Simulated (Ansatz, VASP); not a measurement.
## Two plane-wave programs on CsH2

```xyz
6
Lattice="5.3368 0.0000 0.0000 0.0000 8.2862 0.0000 0.0000 0.0000 6.9715" Properties=species:S:1:pos:R:3 pbc="T T T"
Cs    0.0000    0.0000    0.0000
Cs    2.6684    4.1431    3.4858
H     2.6705    4.5224    0.0000
H     5.3347    0.3793    3.4858
H     0.0021    7.9069    3.4858
H     2.6663    3.7638    0.0000
```

Change from the starting cell: ordered vacancies on the cation sites of nickel arsenide (Pnnm, No. 58).

Alike in both runs: functional PBE; k mesh 6 × 6 × 8; occupations gaussian, width 0.1 eV; no spin polarisation.

Ansatz relaxed the structure, and its values are those at the end. VASP's run is a single point on that final structure, the one shown.

```csv
,VASP,Ansatz
version,VASP 6.6.1,Ansatz 0.2.0
potentials or method,"VASP PAW PBE potentials, release 64 (Cs_sv, H), cutoff 520 eV","scalar-relativistic, plane waves, PAW"
valence electrons in the cell,22,22
```

VASP gave:

| Item | Value |
| --- | --- |
| gap on the k mesh at the Fermi level (eV) | none |
| pressure (GPa) | 0.0 |
| rms of the force components (eV/Å) | 0.004 |

Task: Which values does Ansatz return?

Result: gap on the k mesh at the Fermi level (eV): none; pressure (GPa): 0.0; rms of the force components (eV/Å): 0.000.

A gap of «none» marks a metal or a gap that the smearing closes.

Spin-orbit coupling is off throughout.
